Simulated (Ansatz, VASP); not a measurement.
# One calculation of MgO, two programs

```
CELL_PARAMETERS angstrom
3.25534 0.00000 0.00000
-1.62767 2.81920 0.00000
0.00000 0.00000 10.41495
ATOMIC_POSITIONS crystal
Mg 0.33333 0.66667 0.96960
Mg 0.00000 0.00000 0.22095
Mg 0.00000 0.00000 0.72095
Mg 0.66667 0.33333 0.46960
O 0.33333 0.66667 0.77992
O 0.00000 0.00000 0.47961
O 0.00000 0.00000 0.02954
O 0.66667 0.33333 0.27992
```

Alike in both runs: task single point; functional PBEsol; k mesh 9 × 9 × 4; occupations gaussian, width 0.05 eV; no spin polarisation.

|  | VASP | Ansatz |
| --- | --- | --- |
| version | VASP 6.6.1 | Ansatz 0.2.0 |
| potentials or method | VASP PAW PBE potentials, release 64 (Mg, O), cutoff 520 eV | scalar-relativistic, plane waves, PAW |
| valence electrons in the cell | 32 | 64 |

VASP gave:

| Property | Result |
| --- | --- |
| gap on the k mesh at the Fermi level (eV) | 1.43 |
| least direct gap on the mesh (eV) | 1.43 |
| pressure (GPa) | 2.4 |
| traceless stress, the component that is largest in VASP (GPa) | -4.54 |
| rms of the force components (eV/Å) | 1.015 |

Problem. What did Ansatz give for the same quantities?

Solution. gap on the k mesh at the Fermi level (eV): 1.47; least direct gap on the mesh (eV): 1.47; pressure (GPa): 2.6; traceless stress, the component that is largest in VASP (GPa): -4.47; rms of the force components (eV/Å): 1.003.

VASP's potentials were made for PBE, not for PBEsol, and Ansatz warns of the same on its side. Atom by atom the forces differ by 0.013 eV/Å (rms over components). VASP's potentials hold 32 valence electrons a cell and Ansatz's 64, so a difference there can come from the potentials and not from the codes.
